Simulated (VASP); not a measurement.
A run of VASP 6.6.1:

Contents of INCAR:

```
SYSTEM = Ti
PREC = Accurate
ENCUT = 520
EDIFF = 1E-6
ISMEAR = 0
SIGMA = 0.15
LREAL = .False.
LASPH = .True.
NELM = 100
ALGO = Fast
ISIF = 2
LWAVE = .False.
LCHARG = .True.
GGA = PS
LELF = .True.
LVHAR = .True.
NBANDS = 25
```

Contents of KPOINTS:

```
Automatic mesh
0
Gamma
  12 12 14
  0 0 0
```

File POSCAR:

```
Ti
1.0
    4.4066000000      0.0000000000      0.0000000000
   -2.2033000000      3.8162275443      0.0000000000
    0.0000000000      0.0000000000      2.8263000000
Ti
3
Direct
    0.0000000000      0.0000000000      0.0000000000
    0.3333333333      0.6666666667      0.5000000000
    0.6666666667      0.3333333333      0.5000000000
```

Potentials or basis: VASP PAW PBE potentials, release 64 (Ti_sv).

Run with:

```console
$ cat potpaw_PBE.64/Ti_sv/POTCAR > POTCAR
$ mpirun -np 1 vasp_std > vasp.out
```

Hardware: 1 thread of Intel(R) Xeon(R) Platinum 8488C (Sapphire Rapids), on a shared host.

**Question.** How long does it take, and how much memory?

**Answer.** It took 6.9 min on 1 thread of Intel(R) Xeon(R) Platinum 8488C (Sapphire Rapids) (shared host), peak memory 0.27 GiB. Counts: scf iterations 47, k points 152.
